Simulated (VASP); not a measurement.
A run of VASP 6.6.1:

INCAR

```
ALGO = Normal ; EDIFF = 1E-7
EDIFFG = -0.05 ; ENCUT = 500
GGA = PE ; GGA_COMPAT = False
IBRION = 2 ; ISIF = 3
ISMEAR = 0 ; LASPH = True
LCHARG = False ; LREAL = False
LWAVE = False ; NELM = 120
NELMIN = 4 ; NSW = 80
PREC = Accurate ; SIGMA = 0.1
```

File KPOINTS:

```
k-points
0
Gamma
  8 8 8
```

Contents of POSCAR:

```
Al
1.0
    2.6112521782      0.0000000000      0.0000000000
    0.0000000000      2.6112521782      0.0000000000
    0.0000000000      0.0000000000      2.6112521782
Al
2
Direct
    0.0000000000      0.0000000000      0.0000000000
    0.5000000000      0.5000000000      0.5000000000
```

Potentials or basis: VASP PAW PBE potentials, release 64 (Al).

Run with:

```sh
$ cat potpaw_PBE.64/Al/POTCAR > POTCAR
$ mpirun -np 1 vasp_std > vasp.out
```

Hardware: 1 thread of Intel Xeon 6975P-C, with other jobs on the host.

Task: How long does it take, and how much memory?

Result: Wall time 9.9 s on 1 thread of Intel Xeon 6975P-C (shared host), peak memory 0.12 GiB. Counts: scf iterations 39, k points 35, ion steps 5.
